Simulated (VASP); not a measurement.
Set up this calculation in VASP 6.6.1, as the native input.

```yaml
Task: single point
Functional: PBE
Potentials_or_basis: VASP PAW PBE potentials, release 64 (Pb_d, O, Zn)
Cutoff: 600 eV
k_mesh: 6 × 6 × 6
Occupations: fermi-dirac, width 0.052 eV
Spin: no spin polarisation
Dipole_correction: no
Further_INCAR_settings: ALGO = Normal; EDIFF = 1e-06; NBANDS = 41
```

The structure of ZnPbO6 lies in POSCAR:

```
ZnPbO6
1.0
    2.4363570000      4.2198910000      0.0000000000
   -2.4363570000      4.2198910000      0.0000000000
    0.0000000000     -2.8132580000      4.4113200000
Pb O Zn
1 6 1
Direct
    0.5000000000      0.5000000000      0.5000000000
    0.2390000000      0.6190000000      0.7600000000
    0.9020000000      0.2390000000      0.7600000000
    0.6190000000      0.9020000000      0.7600000000
    0.7610000000      0.3810000000      0.2400000000
    0.0980000000      0.7610000000      0.2400000000
    0.3810000000      0.0980000000      0.2400000000
    0.0000000000      0.0000000000      0.0000000000
```

The input as run:

INCAR

```
PREC = Accurate ; ENCUT = 600
EDIFF = 1E-6 ; ISMEAR = -1
SIGMA = 0.052 ; LREAL = F
LASPH = T ; NELM = 120
ALGO = Normal ; ISIF = 2
LWAVE = F ; LCHARG = T
GGA = PE ; LELF = T
LVHAR = T ; NBANDS = 41
GGA_COMPAT = F
```

KPOINTS

```
regular mesh
0
Gamma
  6 6 6
```

Potentials or basis: VASP PAW PBE potentials, release 64 (Pb_d, O, Zn).

Run with:

```bash
$ cat potpaw_PBE.64/Pb_d/POTCAR potpaw_PBE.64/O/POTCAR potpaw_PBE.64/Zn/POTCAR > POTCAR
$ mpirun -np 1 vasp_std > vasp.out
```

It gave:

* Pressure: 29.3 GPa
* Largest force: 2.078 eV/Å
* Band gap on the k mesh: zero (bands 31 and 32 overlap by 0.29 eV)

Caveat: the cell stands under pressure; semilocal functionals underestimate gaps, and a narrow one can read as zero; spin-orbit coupling is left out, which moves the levels of the heavy elements; forces of over 1 eV/Å act on the atoms, so gaps and moduli don't describe the material at rest.

Run time: 5.3 min on 1 thread of Intel Xeon 8259CL, with other jobs on the host, peak memory 0.35 GiB.
